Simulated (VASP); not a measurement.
Write the native input for VASP 6.6.1 that does the following.

| Property | Result |
| --- | --- |
| Task | single point |
| Functional | PBE |
| Potentials or basis | VASP PAW PBE potentials, release 64 (Au) |
| Cutoff | 520 eV |
| k mesh | 23 × 23 × 23 |
| Occupations | fermi-dirac, width 0.0612256 eV |
| Spin | no spin polarisation |
| Dipole correction | no |
| Further INCAR settings | ALGO = Normal; EDIFF = 1e-06; NBANDS = 12 |

The structure of Au lies in POSCAR:

```
Au
1.0
    0.0000000000      2.0647204712      2.0647204712
    2.0647204712      0.0000000000      2.0647204712
    2.0647204712      2.0647204712      0.0000000000
Au
1
Direct
    0.0000000000      0.0000000000      0.0000000000
```

One way to write it, as run:

INCAR

```
PREC     = Accurate       # precision mode
ENCUT    = 520            # plane-wave cutoff, eV
EDIFF    = 1E-6           # SCF threshold, eV
ISMEAR   = -1             # smearing method
SIGMA    = 0.06122561905347299 # smearing width, eV
LREAL    = False          # projectors in reciprocal space
LASPH    = True           # aspherical terms in the spheres
NELM     = 60             # most SCF steps
ALGO     = Normal         # electronic algorithm
ISIF     = 2              # what is computed and relaxed
LWAVE    = False          # write WAVECAR
LCHARG   = False          # write CHGCAR
GGA      = PE             # functional
NBANDS   = 12             # bands
```

KPOINTS

```
regular mesh
0
Gamma
  23 23 23
```

Potentials or basis: VASP PAW PBE potentials, release 64 (Au).

Run with:

```bash
$ cat potpaw_PBE.64/Au/POTCAR > POTCAR
$ mpirun -np 1 vasp_std > vasp.out
```

It gave:

```
Pressure               : 2.8 GPa
Band gap on the k mesh : zero (an odd number of electrons rules out a gap without spin polarisation)
```

Caveat: spin-orbit coupling is left out, which moves the levels of the heavy elements.

It took 46 s on 1 thread of Intel Xeon 8259CL (shared host), peak memory 0.2 GiB.
